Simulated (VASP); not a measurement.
A run of VASP 6.6.1 is set up as follows.

Contents of INCAR:

```
PREC = Accurate
ENCUT = 520
EDIFF = 1E-6
ISMEAR = -1
SIGMA = 0.1
LREAL = F
LASPH = T
NELM = 80
ALGO = Normal
ISIF = 2
LWAVE = F
LCHARG = F
GGA = PS
NBANDS = 24
```

The input KPOINTS:

```
Automatic mesh
0
Gamma
  13 13 5
```

POSCAR

```
Ag
1.0
    0.0000000000      2.0272174536     -2.0272174536
   -2.0272174536      0.0000000000      2.0272174536
    4.0544349071      4.0544349071      4.0544349071
Ag
3
Direct
    0.0000000000      0.0000000000      0.0000000000
    0.3333333330      0.6666666670      0.3333333330
    0.6666666670      0.3333333330      0.6666666670
```

Potentials or basis: VASP PAW PBE potentials, release 64 (Ag).

Command:

```sh
$ cat potpaw_PBE.64/Ag/POTCAR > POTCAR
$ mpirun -np 1 vasp_std > vasp.out
```

Q: Predict the pressure.

A: -0.4 GPa.

Caveat: the PAW data sets were made with another functional, which shifts forces and pressure a little.
